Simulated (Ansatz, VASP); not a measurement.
# One calculation of Si5Mo, two programs

```
Si Mo
1.0
     6.15953    0.00000    0.00000
     0.00000    6.15953    0.00000
     0.00000    0.00000    3.00535
Si Mo
5 1
Direct
  0.27244 0.27244 0.00000
  0.72756 0.72756 0.00000
  0.72756 0.27244 0.00000
  0.27244 0.72756 0.00000
  0.00000 0.00000 0.00000
  0.50000 0.50000 0.50000
```

Alike in both runs: functional PBE; k mesh 8 × 8 × 10; occupations gaussian, width 0.1 eV; no spin polarisation.

Ansatz relaxed the structure, and its values are those at the end. VASP's run is a single point on that final structure, the one shown.

|  | VASP | Ansatz |
| --- | --- | --- |
| version | VASP 6.6.1 | Ansatz 0.2.0 |
| potentials or method | VASP PAW PBE potentials, release 64 (Si, Mo_sv), cutoff 520 eV | scalar-relativistic, plane waves, PAW |
| valence electrons in the cell | 34 | 34 |

```csv
,VASP,Ansatz,Ansatz less VASP
gap on the k mesh at the Fermi level (eV),none,none,-
pressure (GPa),0.0,0.0,-0.03
rms of the force components (eV/Å),0.007,0.001,-0.0067
```

A gap of «none» marks a metal or a gap that the smearing closes. The functional is the same, so the differences come from potentials, cutoffs and numerics.
